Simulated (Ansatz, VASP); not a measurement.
**One calculation of Hf2Ti3N5, two programs**

Contents of INCAR:

```
SYSTEM = Hf2Ti3N5
PREC = Accurate
ENCUT = 520
EDIFF = 1E-7
ISMEAR = 0
SIGMA = 0.2
LREAL = .FALSE.
LASPH = .TRUE.
NELM = 100
ALGO = Normal
ISIF = 2
LWAVE = .FALSE.
LCHARG = .FALSE.
GGA = PE
NBANDS = 52
```

KPOINTS

```
Automatic mesh
0
G
  8 8 8
  0 0 0
```

File POSCAR:

```
Hf2Ti3N5
1.0
    0.0000000000     -3.1094374000      0.0000000000
    3.1094374000      0.0000000000      0.0000000000
   -1.5547187000      1.5547187000     10.9559268000
Hf Ti N
2 3 5
Direct
    0.1948090000      0.1948090000      0.3896180000
    0.8051910000      0.8051910000      0.6103820000
    0.0000000000      0.0000000000      0.0000000000
    0.5935150000      0.5935150000      0.1870300000
    0.4064850000      0.4064850000      0.8129700000
    0.0958180000      0.0958180000      0.1916360000
    0.6976860000      0.6976860000      0.3953720000
    0.3023140000      0.3023140000      0.6046280000
    0.9041820000      0.9041820000      0.8083640000
    0.5000000000      0.5000000000      0.0000000000
```

Input for Ansatz:

```yaml
crystal:
  lattice:
    - [0.0, -3.1094374, 0.0]
    - [3.1094374, 0.0, 0.0]
    - [-1.5547187, 1.5547187, 10.9559268]
  atoms:
    - { symbol: Hf, position: [0.194809, 0.194809, 0.389618] }
    - { symbol: Hf, position: [0.805191, 0.805191, 0.610382] }
    - { symbol: Ti, position: [0.0, 0.0, 0.0] }
    - { symbol: Ti, position: [0.593515, 0.593515, 0.18703] }
    - { symbol: Ti, position: [0.406485, 0.406485, 0.81297] }
    - { symbol: "N", position: [0.095818, 0.095818, 0.191636] }
    - { symbol: "N", position: [0.697686, 0.697686, 0.395372] }
    - { symbol: "N", position: [0.302314, 0.302314, 0.604628] }
    - { symbol: "N", position: [0.904182, 0.904182, 0.808364] }
    - { symbol: "N", position: [0.5, 0.5, 0.0] }
basis:
  ecutwfc: 420
kpoints:
  mp_grid: { grid: [8, 8, 8] }
hamiltonian:
  xc: pbe
scf:
  occupations: { method: gaussian, width: 0.2 }
  lower_state_search: "off"
output:
  forces: true
  stress: true
  eigenvalues: true
```

Alike in both runs: task single point; functional PBE; k mesh 8 × 8 × 8; occupations gaussian, width 0.2 eV; no spin polarisation.

|  | VASP | Ansatz |
| --- | --- | --- |
| version | VASP 6.6.1 | Ansatz 0.2.0 |
| potentials or method | VASP PAW PBE potentials, release 64 (Hf_pv, Ti_sv, N), cutoff 520 eV | scalar-relativistic, plane waves, PAW |
| valence electrons in the cell | 81 | 113 |

Ansatz gave:

| Property | Result |
| --- | --- |
| gap on the k mesh at the Fermi level (eV) | none |
| pressure (GPa) | 0.1 |
| traceless stress, the component that is largest in VASP (GPa) | -0.30 |
| rms of the force components (eV/Å) | 0.010 |

Problem. Which values does VASP return?

Solution. gap on the k mesh at the Fermi level (eV): none; pressure (GPa): -0.7; traceless stress, the component that is largest in VASP (GPa): -0.20; rms of the force components (eV/Å): 0.021.

Atom by atom the forces differ by 0.026 eV/Å (rms over components). A gap of «none» marks a metal or a gap that the smearing closes. The functional is the same, so the differences come from potentials, cutoffs and numerics. VASP's potentials hold 81 valence electrons a cell and Ansatz's 113, so a difference there can come from the potentials and not from the codes.

Neither program's run includes spin-orbit coupling.
